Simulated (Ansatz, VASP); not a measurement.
Two plane-wave programs on ZnS

The input INCAR:

```
PREC = Accurate
ENCUT = 520
EDIFF = 1E-6
ISMEAR = 0
SIGMA = 0.05
LREAL = F
LASPH = T
NELM = 80
ALGO = Normal
ISIF = 2
LWAVE = F
LCHARG = F
GGA = PS
NBANDS = 26
```

KPOINTS

```
Automatic mesh
0
Gamma
  9 9 6
```

POSCAR

```
ZnS
1.0
    3.6778050849      0.0000000000      0.0000000000
   -1.8389025425      3.1850726337      0.0000000000
    0.0000000000      0.0000000000      6.0385469599
Zn S
2 2
Direct
    0.3333333333      0.6666666667      0.0175222429
    0.6666666667      0.3333333333      0.5175222429
    0.3333333333      0.6666666667      0.3795575521
    0.6666666667      0.3333333333      0.8795575521
```

Input for Ansatz:

```yaml
crystal:
  lattice:
    - [3.6778050849, 0.0, 0.0]
    - [-1.8389025425, 3.1850726337, 0.0]
    - [0.0, 0.0, 6.0385469599]
  atoms:
    - { symbol: Zn, position: [0.3333333333, 0.6666666667, 0.0175222429] }
    - { symbol: Zn, position: [0.6666666667, 0.3333333333, 0.5175222429] }
    - { symbol: S, position: [0.3333333333, 0.6666666667, 0.3795575521] }
    - { symbol: S, position: [0.6666666667, 0.3333333333, 0.8795575521] }
basis:
  ecutwfc: 520.0
kpoints:
  mp_grid: { grid: [9, 9, 6] }
hamiltonian:
  xc: pbesol
  pseudopotentials: { kind: paw }
scf:
  occupations: { method: gaussian, width: 0.05 }
output:
  forces: true
  stress: true
  eigenvalues: true
```

Alike in both runs: task single point; functional PBEsol; k mesh 9 × 9 × 6; occupations gaussian, width 0.05 eV; no spin polarisation.

|  | VASP | Ansatz |
| --- | --- | --- |
| version | VASP 6.6.1 | Ansatz 0.2.0 |
| potentials or method | VASP PAW PBE potentials, release 64 (Zn, S), cutoff 520 eV | scalar-relativistic, plane waves, PAW |
| valence electrons in the cell | 36 | 36 |

```tsv
	VASP	Ansatz	Ansatz less VASP
gap on the k mesh at the Fermi level (eV)	2.51	2.50	-0.013
least direct gap on the mesh (eV)	2.51	2.50	-0.013
pressure (GPa)	8.4	8.1	-0.28
traceless stress, the component that is largest in VASP (GPa)	4.24	4.21	-0.033
rms of the force components (eV/Å)	0.391	0.390	-0.0006
```

VASP's potentials were made for PBE, not for PBEsol. Atom by atom the forces differ by 0.001 eV/Å (rms over components).
